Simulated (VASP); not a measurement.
# Ag (I4/mmm) in VASP: notebook

Ag is run at these levels: PBEsol; tasks: single point.

Everything below comes from runs of VASP 6.6.1. Logs are shortened: lines on timing, memory, paths and dates and some standing lists are left out, and cuts for length are marked.

## 1. The cell of the first run

Symmetry: I4/mmm, No. 139, tetragonal system. The conventional cell has a = 3.311 Å, b = 3.311 Å, c = 3.146 Å, α = 90.00°, β = 90.00°, γ = 90.00°. Ag (site symmetry 4/mmm) has 14 Ag at 2.82 to 3.31 Å within 3.7 Å.

## 2. Single point, PBEsol (strain +0.000 along x and y, -0.050 along z)

File INCAR:

```
  PREC = Accurate
  ENCUT = 520
  EDIFF = 1E-6
  ISMEAR = 0
  SIGMA = 0.15
  LREAL = False
  LASPH = True
  NELM = 100
  ALGO = Normal
  ISIF = 2
  LWAVE = False
  LCHARG = False
  GGA = PS
  NBANDS = 12
```

File KPOINTS:

```
Automatic mesh
0
Gamma
  20 20 20
```

File POSCAR:

```
Ag
1.0
   -1.6556540000      1.6556540000      1.5728713000
    1.6556540000     -1.6556540000      1.5728713000
    1.6556540000      1.6556540000     -1.5728713000
Ag
1
Direct
    0.0000000000      0.0000000000      0.0000000000
```

Potentials or basis: VASP PAW PBE potentials, release 64 (Ag).

The run is started by

```sh
$ cat potpaw_PBE.64/Ag/POTCAR > POTCAR
$ mpirun -np 1 vasp_std > vasp.out
```

OUTCAR:

```text
PREC = Accurate
   ENCUT = 520
   EDIFF = 1E-6
   ISMEAR = 0
   LREAL = False
   LASPH = True
   NELM = 100
   ISIF = 2
   GGA = PS

 ion  position               nearest neighbor table
   1  0.000  0.000  0.000-

  LATTYP: Found a body centered tetragonal cell.
 ALAT       =     3.3113080000
 C/A-ratio  =     0.9500000000

  Lattice vectors:

 A1 = (  -1.6556540000,   1.6556540000,   1.5728713000)
 A2 = (   1.6556540000,  -1.6556540000,   1.5728713000)
 A3 = (   1.6556540000,   1.6556540000,  -1.5728713000)

Analysis of symmetry for initial positions (statically):
=====================================================================
 Subroutine PRICEL returns:
 Original cell was already a primitive cell.

 Routine SETGRP: Setting up the symmetry group for a
 body centered tetragonal supercell.

 Subroutine GETGRP returns: Found 16 space group operations
 (whereof 16 operations were pure point group operations)
 out of a pool of 16 trial point group operations.

The static configuration has the point symmetry D_4h.

Analysis of symmetry for dynamics (positions and initial velocities):
=====================================================================
 Subroutine PRICEL returns:
 Original cell was already a primitive cell.

 Routine SETGRP: Setting up the symmetry group for a
 body centered tetragonal supercell.

 Subroutine GETGRP returns: Found 16 space group operations
 (whereof 16 operations were pure point group operations)
 out of a pool of 16 trial point group operations.

The dynamic configuration has the point symmetry D_4h.

 Subroutine INISYM returns: Found 16 space group operations
 (whereof 16 operations are pure point group operations),
 and found     1 'primitive' translations

----------------------------------------------------------------------------------------

                                     Primitive cell

  volume of cell :      17.2462

  direct lattice vectors                    reciprocal lattice vectors
    -1.655654000  1.655654000  1.572871300     0.000000000  0.301995465  0.317889963
     1.655654000 -1.655654000  1.572871300     0.301995465  0.000000000  0.317889963
     1.655654000  1.655654000 -1.572871300     0.301995465  0.301995465  0.000000000

  length of vectors
     2.820692196  2.820692196  2.820692196     0.438469258  0.438469258  0.427086083

  position of ions in fractional coordinates (direct lattice)
     0.000000000  0.000000000  0.000000000

  ion indices of the primitive-cell ions
   primitive index   ion index
                 1           1

----------------------------------------------------------------------------------------

 KPOINTS: Automatic mesh

Automatic generation of k-mesh.
 Grid dimensions read from file:
 generate k-points for:   20   20   20

 Generating k-lattice:

  Cartesian coordinates                     Fractional coordinates (reciprocal lattice)
     0.000000000  0.015099773  0.015894498     0.050000000 -0.000000000  0.000000000
     0.015099773  0.000000000  0.015894498    -0.000000000  0.050000000  0.000000000
     0.015099773  0.015099773  0.000000000     0.000000000  0.000000000  0.050000000

  Length of vectors
     0.021923463  0.021923463  0.021354304

  Shift w.r.t. Gamma in fractional coordinates (k-lattice)
     0.000000000  0.000000000  0.000000000

 Subroutine IBZKPT returns following result:
 ===========================================

 Found    641 irreducible k-points:

 Following reciprocal coordinates:
            Coordinates               Weight
  0.000000  0.000000  0.000000      1.000000
  0.050000  0.000000 -0.000000      8.000000
  0.100000  0.000000  0.000000      8.000000
  0.150000  0.000000  0.000000      8.000000
  0.200000  0.000000  0.000000      8.000000
  0.250000  0.000000  0.000000      8.000000
[... 16 lines left out ...]
 -0.400000  0.050000  0.000000     16.000000
 -0.350000  0.050000  0.000000     16.000000
 [... further k-points ...]
   k-points           NKPTS =    641   k-points in BZ     NKDIM =    641   number of bands    NBANDS=     12
   number of dos      NEDOS =    301   number of ions     NIONS =      1
   total plane-waves  NPLWV =  13824
   dimension x,y,z NGX =    24 NGY =   24 NGZ =   24
   dimension x,y,z NGXF=    48 NGYF=   48 NGZF=   48
   ions per type =               1
   NGX,Y,Z   is equivalent  to a cutoff of  14.15, 14.15, 14.15 a.u.
   NGXF,Y,Z  is equivalent  to a cutoff of  28.29, 28.29, 28.29 a.u.
 SYSTEM =  unknown system
   PREC   = accura    normal or accurate (medium, high low for compatibility)
   ISTART =      0    job   : 0-new  1-cont  2-samecut
   ICHARG =      2    charge: 1-file 2-atom 10-const
   ISPIN  =      1    spin polarized calculation?
   LNONCOLLINEAR =      F non collinear calculations
   LSORBIT =      F    spin-orbit coupling
   LASPH  =      T    aspherical Exc in radial PAW
   ENCUT  =  520.0 eV  38.22 Ry    6.18 a.u.   5.24  5.24  5.24*2*pi/ulx,y,z
   NELM   =    100;   NELMIN=  2; NELMDL= -5     # of ELM steps
   EDIFF  = 0.1E-05   stopping-criterion for ELM
   LREAL  =      F    real-space projection
   EDIFFG = 0.1E-04   stopping-criterion for IOM
   NSW    =      0    number of steps for IOM
   IBRION =     -1    ionic relax: 0-MD 1-quasi-New 2-CG
   NFREE  =      0    steps in history (QN), initial steepest desc. (CG)
   ISIF   =      2    stress and relaxation
   ISYM   =      2    0-nonsym 1-usesym 2-fastsym
   POTIM  = 0.5000    time-step for ionic-motion
   TEBEG  =    0.0;   TEEND  =   0.0 temperature during run
   PSTRESS=    0.0 pullay stress
   NELECT =      11.0000    total number of electrons
   NUPDOWN=      -1.0000    fix difference up-down
   EMIN   =  10.00;   EMAX   =-10.00  energy-range for DOS
   EFERMI =   0.00;   METHOD = LEGACY
   ISMEAR =     0;   SIGMA  =   0.15  broadening in eV -4-tet -1-fermi 0-gaus
   EFERMI_NEDOS =   21; number of points for ismear=-14 and -15
   IALGO  =     38    algorithm
   IMIX   =      4    mixing-type and parameters
     AMIX     =   0.40;   BMIX     =  1.00
     AMIX_MAG =   1.60;   BMIX_MAG =  1.00
  volume/ion in A,a.u.               =      17.25       116.38
  Fermi-wavevector in a.u.,A,eV,Ry     =   1.409207  2.663016 27.019344  1.985866
  Thomas-Fermi vector in A             =   2.531287
   LORBIT       =      0    0 simple, 1 ext, 2 COOP (PROOUT), +10 PAW based schemes
   GGA     = PS    functional components
   LHFCALC =     F    Hartree Fock is set to
   AEXX    =    0.0000 exact exchange contribution
   IVDW    =     0    specifies the selected vdW correction
   LEPSILON=     F    determine dielectric tensor
   LRPA    =     F    only Hartree local field effects (RPA)
 non-spin polarized calculation
 Gauss-broadening in eV      SIGMA  =   0.15
  energy-cutoff  :      520.00
  volume of cell :       17.25
 maximum number of plane-waves:       482
 NGX is ok and might be reduce to    24
   NGX = 11   NGY = 11   NGZ = 11

 number of electron      10.9999999 magnetization

 Free energy of the ion-electron system (eV)
  ---------------------------------------------------
  ext. energy  EPLUGINS =         0.00000000
  ---------------------------------------------------
  free energy    TOTEN  =        -3.26813666 eV

  energy without entropy =       -3.26408971  energy(sigma->0) =       -3.26611318

 E-fermi :   8.0751     XC(G=0): -12.3434

 val. band max:        8.0677875129   @ k =   0.4000   0.0500   0.0500
 cond. band min:       8.0875240047   @ k =   0.5000   0.0000   0.0000
 fundamental gap:      0.0197364918
 Fermi energy:         8.0750800874

 k-point     1 :       0.0000    0.0000    0.0000
  band No.  band energies     occupation
      1       0.3354      2.00000
      2       3.0793      2.00000
      3       3.3223      2.00000
      4       3.3223      2.00000
      5       4.4001      2.00000
      6       4.6781      2.00000
      7      25.6576      0.00000
      8      25.6576      0.00000
      9      26.6234      0.00000
     10      31.6977      0.00000
     11      31.6977      0.00000
     12      32.1157      0.00000

 k-point     2 :       0.0500    0.0000   -0.0000
  band No.  band energies     occupation
      1       0.4194      2.00000
      2       3.0905      2.00000
      3       3.3230      2.00000
      4       3.3366      2.00000
      5       4.4009      2.00000
      6       4.6593      2.00000
      7      25.5812      0.00000
      8      25.7143      0.00000
      9      26.4584      0.00000
     10      30.6573      0.00000
     11      31.1627      0.00000
     12      31.4210      0.00000

 k-point     3 :       0.1000    0.0000    0.0000
  band No.  band energies     occupation
      1       0.6647      2.00000
      2       3.0781      2.00000
      3       3.3253      2.00000
      4       3.4258      2.00000
      5       4.4028      2.00000
      6       4.6142      2.00000
      7      25.1869      0.00000
      8      25.8747      0.00000
      9      25.9488      0.00000
     10      29.6649      0.00000
     11      29.9961      0.00000
     12      30.2554      0.00000

 k-point     4 :       0.1500    0.0000    0.0000
  band No.  band energies     occupation
      1       1.0449      2.00000
      2       3.0050      2.00000
      3       3.3386      2.00000
      4       3.6267      2.00000
      5       4.4048      2.00000
      6       4.5714      2.00000
      7      24.0482      0.00000
      8      25.2529      0.00000
      9      26.1079      0.00000
     10      28.6366      0.00000
     11      28.9355      0.00000
     12      29.7975      0.00000

 k-point     5 :       0.2000    0.0000    0.0000
  band No.  band energies     occupation
      1       1.4884      2.00000
      2       2.8945      2.00000
      3       3.4187      2.00000
      4       3.9135      2.00000
      5       4.4090      2.00000
      6       4.5580      2.00000
      7      22.2940      0.00000
      8      24.4318      0.00000
      9      26.3177      0.00000
     10      27.3183      0.00000
     11      28.4802      0.00000
     12      30.1305      0.00000
[... 228 lines left out ...]
      1       1.7885      2.00000
      2       2.3941      2.00000
      3       4.5047      2.00000
      4       4.7395      2.00000
      5       5.4371      2.00000
      6       8.1230      0.65116
      7      12.5566      0.00000
      8      20.8962      0.00000
      9      21.8182      0.00000
     10      27.8039      0.00000
     11      29.1317      0.00000
     12      32.6847      0.00000

 k-point    22 :      -0.4500    0.0500    0.0000
  band No.  band energies     occupation
      1       1.8370      2.00000
      2       2.4318      2.00000
      3       4.5140      2.00000
      4       4.6802      2.00000
      5       5.2796      2.00000
      6       7.2218      2.00000
      7      13.7630      0.00000
      8      21.0931      0.00000
      9      22.1356      0.00000
     10      27.7365      0.00000
     11      29.0863      0.00000
     12      33.0184      0.00000

 k-point    23 :      -0.4000    0.0500    0.0000
  band No.  band energies     occupation
      1       1.9178      2.00000
      2       2.5029      2.00000
      3       4.5020      2.00000
      4       4.5952      2.00000
      5       4.9797      2.00000
      6       6.1498      2.00000
      7      15.4605      0.00000
      8      21.4882      0.00000
      9      22.7391      0.00000
     10      27.5991      0.00000
     11      29.0239      0.00000
     12      33.4518      0.00000

 k-point    24 :      -0.3500    0.0500    0.0000
  band No.  band energies     occupation
      1       1.9911      2.00000
      2       2.6013      2.00000
      3       4.3485      2.00000
      4       4.4734      2.00000
      5       4.6633      2.00000
      6       5.2618      2.00000
      7      17.3680      0.00000
      8      22.0541      0.00000
      9      23.5770      0.00000
     10      27.4016      0.00000
     11      29.0058      0.00000
     12      32.7464      0.00000

 [... further k-points ...]

------------------------ aborting loop because EDIFF is reached ----------------------------------------

  FORCE on cell =-STRESS in cart. coord.  units (eV):
  Direction    XX          YY          ZZ          XY          YZ          ZX
  --------------------------------------------------------------------------------------
  -------------------------------------------------------------------------------------
  Total       -0.3057927     -0.3057927     -0.3925675      0.0000000      0.0000000      0.0000000
  in kB      -28.4083108    -28.4083108    -36.4697320      0.0000000      0.0000000      0.0000000
  external PRESSURE =     -31.0954512 kB  Pullay stress =       0.0000000 kB

 VOLUME and BASIS-vectors are now :
 -----------------------------------------------------------------------------
  energy-cutoff  :      520.00
  volume of cell :       17.25
      direct lattice vectors                 reciprocal lattice vectors
    -1.655654000  1.655654000  1.572871300     0.000000000  0.301995465  0.317889963
     1.655654000 -1.655654000  1.572871300     0.301995465  0.000000000  0.317889963
     1.655654000  1.655654000 -1.572871300     0.301995465  0.301995465  0.000000000

 POSITION                                       TOTAL-FORCE (eV/Angst)
 -----------------------------------------------------------------------------------
      0.00000      0.00000      0.00000         0.000000      0.000000     -0.000000
 -----------------------------------------------------------------------------------
    total drift:                               -0.000000      0.000000     -0.000000

  FREE ENERGIE OF THE ION-ELECTRON SYSTEM (eV)
  ---------------------------------------------------
  free  energy   TOTEN  =        -3.2681366605 eV

  energy  without entropy=       -3.2640897054  energy(sigma->0) =       -3.26611318
```

It took 1.8 min on 1 thread of Intel Xeon 8259CL, shared host; peak memory 0.25 GiB.

Results:

```yaml
Free_energy: -3.2681 eV
Pressure: -3.1 GPa
Band_gap_on_the_k_mesh: zero (an odd number of electrons rules out a gap without spin polarisation)
```

Caveat: the cell differs from its parent crystal (strain +0.000 along x and y, -0.050 along z); the cell stands under tension; the PAW data sets were made with another functional, which shifts forces and pressure a little.

(Part 1 of 2 ends here.)
